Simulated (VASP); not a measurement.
# SrO: single point with PBE

The system is SrO.

```
Sr O
1.0
     0.00000    2.56630    2.56630
     2.56630    0.00000    2.56630
     2.56630    2.56630    0.00000
Sr O
1 1
Direct
  0.50000 0.50000 0.50000
  0.00000 0.00000 0.00000
```

- Program: VASP 6.6.1
- Task: single point
- Functional: PBE
- Potentials or basis: VASP PAW PBE potentials, release 64 (Sr_sv, O)
- Cutoff: 520 eV
- k mesh: 9 × 9 × 9
- Occupations: gaussian, width 0.011 eV
- Spin: no spin polarisation
- Dipole correction: no
- Further INCAR settings: ALGO = Normal; EDIFF = 1e-06; NBANDS = 15

```yaml
Pressure: 3.9 GPa
Band_gap_on_the_k_mesh: 3.32 eV, indirect (least direct gap 3.41 eV)
```

Levels at points of the mesh, in eV from the valence-band top:
```
           k point  band 4  band 5  band 6  band 7  band 8  band 9  band 10  band 11  band 12  band 13
(0.00, 0.00, 0.00)  -14.00  -14.00    0.00    0.00    0.00    4.02     6.22     6.22     6.22     8.40
```

Wall time 12 s on 1 thread of AMD EPYC 9R45 96-Core Processor (Zen 5), with other jobs on the host, peak memory 0.13 GiB.

A k mesh can miss the band edges. Expect the measured gap to be larger: semilocal functionals such as PBE lack the derivative discontinuity.
